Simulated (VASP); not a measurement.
# NbCd3 (Pm-3m) in VASP: notebook

The runs below take NbCd3 through single point, with r2SCAN.

Everything below comes from runs of VASP 6.6.1. Logs are shortened: lines on timing, memory, paths and dates and some standing lists are left out, and cuts for length are marked.

### Step 1. The cell of the first run

It takes space group Pm-3m (No. 221, cubic). The conventional cell has a = 4.215 Å, b = 4.215 Å, c = 4.215 Å, α = 90.00°, β = 90.00°, γ = 90.00°. Nb (site symmetry m-3m) has 12 Cd at 2.98 Å within 3.9 Å. Cd (site symmetry 4/mmm) has 4 Nb at 2.98 Å and 8 Cd at 2.98 Å within 3.9 Å.

### Step 2. Single point, r2SCAN

POSCAR

```
NbCd3
1.0
    4.2150000000      0.0000000000      0.0000000000
    0.0000000000      4.2150000000      0.0000000000
    0.0000000000      0.0000000000      4.2150000000
Nb Cd
1 3
Direct
    0.0000000000      0.0000000000      0.0000000000
    0.0000000000      0.5000000000      0.5000000000
    0.5000000000      0.0000000000      0.5000000000
    0.5000000000      0.5000000000      0.0000000000
```

INCAR.step1

```
PREC     = Accurate       # precision mode
ENCUT    = 520            # plane-wave cutoff, eV
ISMEAR   = 0              # smearing method
SIGMA    = 0.1            # smearing width, eV
LREAL    = F              # projectors in reciprocal space
LASPH    = T              # aspherical terms in the spheres
NELM     = 80             # most SCF steps
NBANDS   = 32             # bands
GGA      = PE             # functional
ALGO     = Normal         # electronic algorithm
EDIFF    = 1E-4           # SCF threshold, eV
LWAVE    = T              # write WAVECAR
LCHARG   = F              # write CHGCAR
```

INCAR.step2

```
PREC     = Accurate       # precision mode
ENCUT    = 520            # plane-wave cutoff, eV
EDIFF    = 1E-6           # SCF threshold, eV
ISMEAR   = 0              # smearing method
SIGMA    = 0.1            # smearing width, eV
LREAL    = F              # projectors in reciprocal space
LASPH    = T              # aspherical terms in the spheres
NELM     = 80             # most SCF steps
ALGO     = Normal         # electronic algorithm
ISIF     = 2              # what is computed and relaxed
LWAVE    = F              # write WAVECAR
LCHARG   = F              # write CHGCAR
METAGGA  = R2SCAN         # meta-GGA
LMIXTAU  = T            
NBANDS   = 32             # bands
ISTART   = 1
```

KPOINTS

```
Automatic mesh
0
Gamma
  1 1 1
```

Potentials or basis: VASP PAW PBE potentials, release 64 (Nb_sv, Cd).

On the command line:

```sh
cat potpaw_PBE.64/Nb_sv/POTCAR potpaw_PBE.64/Cd/POTCAR > POTCAR
cp INCAR.step1 INCAR
mpirun -np 1 vasp_gam > vasp.out
cp INCAR.step2 INCAR
mpirun -np 1 vasp_gam > vasp.out
```

OUTCAR:

```text
PREC = Accurate
   ENCUT = 520
   EDIFF = 1E-6
   ISMEAR = 0
   LREAL = F
   LASPH = T
   NELM = 80
   ISIF = 2
   METAGGA = R2SCAN
   ISTART = 1

 ion  position               nearest neighbor table
   1  0.000  0.000  0.000-   2 2.98   3 2.98   4 2.98   2 2.98   3 2.98   2 2.98   4 2.98   2 2.98
                             3 2.98   4 2.98   3 2.98   4 2.98
   2  0.000  0.500  0.500-   1 2.98   3 2.98   4 2.98   1 2.98   4 2.98   1 2.98   3 2.98   1 2.98
                             3 2.98   4 2.98   4 2.98   3 2.98
   3  0.500  0.000  0.500-   1 2.98   2 2.98   4 2.98   1 2.98   4 2.98   2 2.98   4 2.98   4 2.98
                             1 2.98   2 2.98   1 2.98   2 2.98
   4  0.500  0.500  0.000-   1 2.98   2 2.98   3 2.98   2 2.98   3 2.98   1 2.98   3 2.98   3 2.98
                             1 2.98   2 2.98   2 2.98   1 2.98

  LATTYP: Found a simple cubic cell.
 ALAT       =     4.2150000000

  Lattice vectors:

 A1 = (   4.2150000000,   0.0000000000,   0.0000000000)
 A2 = (   0.0000000000,   4.2150000000,   0.0000000000)
 A3 = (   0.0000000000,   0.0000000000,   4.2150000000)

Analysis of symmetry for initial positions (statically):
=====================================================================
 Subroutine PRICEL returns:
 Original cell was already a primitive cell.

 Routine SETGRP: Setting up the symmetry group for a
 simple cubic supercell.

 Subroutine GETGRP returns: Found 48 space group operations
 (whereof 48 operations were pure point group operations)
 out of a pool of 48 trial point group operations.

The static configuration has the point symmetry O_h .

Analysis of symmetry for dynamics (positions and initial velocities):
=====================================================================
 Subroutine PRICEL returns:
 Original cell was already a primitive cell.

 Routine SETGRP: Setting up the symmetry group for a
 simple cubic supercell.

 Subroutine GETGRP returns: Found 48 space group operations
 (whereof 48 operations were pure point group operations)
 out of a pool of 48 trial point group operations.

The dynamic configuration has the point symmetry O_h .

 Subroutine INISYM returns: Found 48 space group operations
 (whereof 48 operations are pure point group operations),
 and found     1 'primitive' translations

----------------------------------------------------------------------------------------

                                     Primitive cell

  volume of cell :      74.8846

  direct lattice vectors                    reciprocal lattice vectors
     4.215000000  0.000000000  0.000000000     0.237247924  0.000000000  0.000000000
     0.000000000  4.215000000  0.000000000     0.000000000  0.237247924  0.000000000
     0.000000000  0.000000000  4.215000000     0.000000000  0.000000000  0.237247924

  length of vectors
     4.215000000  4.215000000  4.215000000     0.237247924  0.237247924  0.237247924

  position of ions in fractional coordinates (direct lattice)
     0.000000000  0.000000000  0.000000000
     0.000000000  0.500000000  0.500000000
     0.500000000  0.000000000  0.500000000
     0.500000000  0.500000000  0.000000000

  ion indices of the primitive-cell ions
   primitive index   ion index
                 1           1
                 2           2
                 3           3
                 4           4

----------------------------------------------------------------------------------------

 KPOINTS: Automatic mesh

Automatic generation of k-mesh.
 Grid dimensions read from file:
 generate k-points for:    1    1    1

 Generating k-lattice:

  Cartesian coordinates                     Fractional coordinates (reciprocal lattice)
     0.237247924  0.000000000  0.000000000     1.000000000  0.000000000  0.000000000
     0.000000000  0.237247924  0.000000000     0.000000000  1.000000000  0.000000000
     0.000000000  0.000000000  0.237247924     0.000000000  0.000000000  1.000000000

  Length of vectors
     0.237247924  0.237247924  0.237247924

  Shift w.r.t. Gamma in fractional coordinates (k-lattice)
     0.000000000  0.000000000  0.000000000

 Subroutine IBZKPT returns following result:
 ===========================================

 Found      1 irreducible k-points:

 Following reciprocal coordinates:
            Coordinates               Weight
  0.000000  0.000000  0.000000      1.000000
   k-points           NKPTS =      1   k-points in BZ     NKDIM =      1   number of bands    NBANDS=     32
   number of dos      NEDOS =    301   number of ions     NIONS =      4
   total plane-waves  NPLWV =  32768
   dimension x,y,z NGX =    32 NGY =   32 NGZ =   32
   dimension x,y,z NGXF=    64 NGYF=   64 NGZF=   64
   ions per type =               1   3
   NGX,Y,Z   is equivalent  to a cutoff of  12.62, 12.62, 12.62 a.u.
   NGXF,Y,Z  is equivalent  to a cutoff of  25.24, 25.24, 25.24 a.u.
 SYSTEM =  unknown system
   PREC   = accura    normal or accurate (medium, high low for compatibility)
   ISTART =      1    job   : 0-new  1-cont  2-samecut
   ICHARG =      0    charge: 1-file 2-atom 10-const
   ISPIN  =      1    spin polarized calculation?
   LNONCOLLINEAR =      F non collinear calculations
   LSORBIT =      F    spin-orbit coupling
   LASPH  =      T    aspherical Exc in radial PAW
   ENCUT  =  520.0 eV  38.22 Ry    6.18 a.u.   7.84  7.84  7.84*2*pi/ulx,y,z
   NELM   =     80;   NELMIN=  2; NELMDL=  0     # of ELM steps
   EDIFF  = 0.1E-05   stopping-criterion for ELM
   LREAL  =      F    real-space projection
   EDIFFG = 0.1E-04   stopping-criterion for IOM
   NSW    =      0    number of steps for IOM
   IBRION =     -1    ionic relax: 0-MD 1-quasi-New 2-CG
   NFREE  =      0    steps in history (QN), initial steepest desc. (CG)
   ISIF   =      2    stress and relaxation
   ISYM   =      2    0-nonsym 1-usesym 2-fastsym
   POTIM  = 0.5000    time-step for ionic-motion
   TEBEG  =    0.0;   TEEND  =   0.0 temperature during run
   PSTRESS=    0.0 pullay stress
   NELECT =      49.0000    total number of electrons
   NUPDOWN=      -1.0000    fix difference up-down
   EMIN   =  10.00;   EMAX   =-10.00  energy-range for DOS
   EFERMI =   0.00;   METHOD = LEGACY
   ISMEAR =     0;   SIGMA  =   0.10  broadening in eV -4-tet -1-fermi 0-gaus
   EFERMI_NEDOS =   21; number of points for ismear=-14 and -15
   IALGO  =     38    algorithm
   IMIX   =      4    mixing-type and parameters
     AMIX     =   0.40;   BMIX     =  1.00
     AMIX_MAG =   1.60;   BMIX_MAG =  1.00
  volume/ion in A,a.u.               =      18.72       126.34
  Fermi-wavevector in a.u.,A,eV,Ry     =   1.421268  2.685807 27.483802  2.020002
  Thomas-Fermi vector in A             =   2.542096
   LORBIT       =      0    0 simple, 1 ext, 2 COOP (PROOUT), +10 PAW based schemes
   METAGGA = R2SCAN    functional components
   LHFCALC =     F    Hartree Fock is set to
   AEXX    =    0.0000 exact exchange contribution
   IVDW    =     0    specifies the selected vdW correction
   LEPSILON=     F    determine dielectric tensor
   LRPA    =     F    only Hartree local field effects (RPA)
 non-spin polarized calculation
 Gauss-broadening in eV      SIGMA  =   0.10
  energy-cutoff  :      520.00
  volume of cell :       74.88
 maximum number of plane-waves:      1004
 NGX is ok and might be reduce to    30
   NGX = 15   NGY = 15   NGZ = 15

 number of electron      49.0000043 magnetization

 Free energy of the ion-electron system (eV)
  ---------------------------------------------------
  ext. energy  EPLUGINS =         0.00000000
  ---------------------------------------------------
  free energy    TOTEN  =       -75.84635134 eV

  energy without entropy =      -75.74034796  energy(sigma->0) =      -75.79334965

 E-fermi :   5.4821     XC(G=0): -12.9194

 val. band max:        5.4136633250   @ k =   0.0000   0.0000   0.0000
 cond. band min:       5.8384681023   @ k =   0.0000   0.0000   0.0000
 fundamental gap:      0.4248047772
 Fermi energy:         5.4820629098

 k-point     1 :       0.0000    0.0000    0.0000
  band No.  band energies     occupation
      1     -53.0138      2.00000
      2     -28.2695      2.00000
      3     -28.2694      2.00000
      4     -28.2694      2.00000
      5      -4.4966      2.00000
      6      -4.4926      2.00000
      7      -4.4926      2.00000
      8      -4.4926      2.00000
      9      -4.3096      2.00000
     10      -4.3096      2.00000
     11      -3.8211      2.00000
     12      -3.4811      2.00000
     13      -3.4811      2.00000
     14      -3.4811      2.00000
     15      -2.9179      2.00000
     16      -2.9179      2.00000
     17      -2.6599      2.00000
     18      -2.4303      2.00000
     19      -2.4303      2.00000
     20      -2.4303      2.00000
     21       3.4822      2.00000
     22       3.4824      2.00000
     23       5.4137      1.66669
     24       5.4137      1.66669
     25       5.4137      1.66661
     26       5.8385      0.00000
     27       5.8386      0.00000
     28       5.8386      0.00000
     29      11.1638      0.00000
     30      11.1639      0.00000
     31      11.2077      0.00000
     32      13.3037      0.00000

------------------------ aborting loop because EDIFF is reached ----------------------------------------

  FORCE on cell =-STRESS in cart. coord.  units (eV):
  Direction    XX          YY          ZZ          XY          YZ          ZX
  --------------------------------------------------------------------------------------
  -------------------------------------------------------------------------------------
  Total        8.4831914      8.4831914      8.4831914     -0.0000000      0.0000000      0.0000000
  in kB      181.5002007    181.5002007    181.5002007     -0.0000000      0.0000000      0.0000000
  external PRESSURE =     181.5002007 kB  Pullay stress =       0.0000000 kB

 VOLUME and BASIS-vectors are now :
 -----------------------------------------------------------------------------
  energy-cutoff  :      520.00
  volume of cell :       74.88
      direct lattice vectors                 reciprocal lattice vectors
     4.215000000  0.000000000  0.000000000     0.237247924  0.000000000  0.000000000
     0.000000000  4.215000000  0.000000000     0.000000000  0.237247924  0.000000000
     0.000000000  0.000000000  4.215000000     0.000000000  0.000000000  0.237247924

 POSITION                                       TOTAL-FORCE (eV/Angst)
 -----------------------------------------------------------------------------------
      0.00000      0.00000      0.00000         0.000000      0.000000      0.000000
      0.00000      2.10750      2.10750         0.000000      0.000000      0.000000
      2.10750      0.00000      2.10750         0.000000      0.000000      0.000000
      2.10750      2.10750      0.00000         0.000000      0.000000      0.000000
 -----------------------------------------------------------------------------------
    total drift:                                0.000000     -0.000000     -0.000000

  FREE ENERGIE OF THE ION-ELECTRON SYSTEM (eV)
  ---------------------------------------------------
  free  energy   TOTEN  =       -75.8463513422 eV

  energy  without entropy=      -75.7403479596  energy(sigma->0) =      -75.79334965
```

Run time: 19 s. Hardware: 1 thread of Intel Xeon 6975P-C (Granite Rapids), shared host; peak memory 0.18 GiB.

Results:

| Property | Result |
| --- | --- |
| Free energy | -75.8464 eV |
| Pressure | 18.2 GPa |
| Band gap on the k mesh | zero (an odd number of electrons rules out a gap without spin polarisation) |

Levels at points of the mesh, in eV from the Fermi level:
```
           k point  band 23  band 24  band 25  band 26  band 27  band 28
(0.00, 0.00, 0.00)    -0.07    -0.07    -0.07     0.36     0.36     0.36
```

Caveat: the k points lie up to 1.49 Å⁻¹ apart, too coarse for converged energies and pressures of a metal; the PAW data sets were made with another functional, which shifts forces and pressure a little.

### Step 3. Single point, r2SCAN

POSCAR is that of step 2.

INCAR.step1

```
SYSTEM = NbCd3
  ALGO = Normal
  EDIFF = 1E-4
  ENCUT = 520
  GGA = PE
  ISMEAR = 0
  LASPH = .TRUE.
  LCHARG = .FALSE.
  LREAL = .FALSE.
  LWAVE = .TRUE.
  NBANDS = 32
  NELM = 60
  PREC = Accurate
  SIGMA = 0.1
```

INCAR.step2

```
SYSTEM = NbCd3
  ALGO = Normal
  EDIFF = 1E-7
  ENCUT = 520
  ISIF = 2
  ISMEAR = 0
  ISTART = 1
  LASPH = .TRUE.
  LCHARG = .TRUE.
  LELF = .TRUE.
  LMIXTAU = .TRUE.
  LREAL = .FALSE.
  LVHAR = .TRUE.
  LWAVE = .FALSE.
  METAGGA = R2SCAN
  NBANDS = 32
  NELM = 60
  PREC = Accurate
  SIGMA = 0.1
```

KPOINTS

```
k-points
0
G
  6 6 6
  0 0 0
```

Potentials or basis: VASP PAW PBE potentials, release 64 (Nb_sv, Cd).

On the command line:

```sh
cat potpaw_PBE.64/Nb_sv/POTCAR potpaw_PBE.64/Cd/POTCAR > POTCAR
cp INCAR.step1 INCAR
mpirun -np 1 vasp_std > vasp.out
cp INCAR.step2 INCAR
mpirun -np 1 vasp_std > vasp.out
```

It took 70 s on 1 thread of Intel Xeon 6975P-C (Granite Rapids), shared host; peak memory 0.2 GiB.

The run converged. Its results:

| Item | Value |
| --- | --- |
| Free energy | -84.6158 eV |
| Pressure | 5.4 GPa |
| Band gap on the k mesh | zero (an odd number of electrons rules out a gap without spin polarisation) |

Levels at points of the mesh, in eV from the Fermi level:
| k point | band 22 | band 23 | band 24 | band 25 | band 26 | band 27 |
| --- | --- | --- | --- | --- | --- | --- |
| (0.00, 0.00, 0.00) | -0.92 | 0.17 | 0.17 | 0.17 | 1.29 | 1.29 |
| (0.50, 0.00, 0.00) | -0.99 | -0.99 | -0.80 | 1.21 | 1.25 | 3.59 |
| (0.50, 0.50, 0.00) | -3.37 | -3.37 | -0.39 | -0.39 | 1.37 | 2.05 |
| (0.50, 0.50, 0.50) | -2.53 | -2.37 | -1.39 | -1.39 | -1.39 | 1.76 |

Caveat: the cell stands under pressure; the PAW data sets were made with another functional, which shifts forces and pressure a little.

The gap in the log of VASP goes by the Fermi energy; the results here count the filled bands.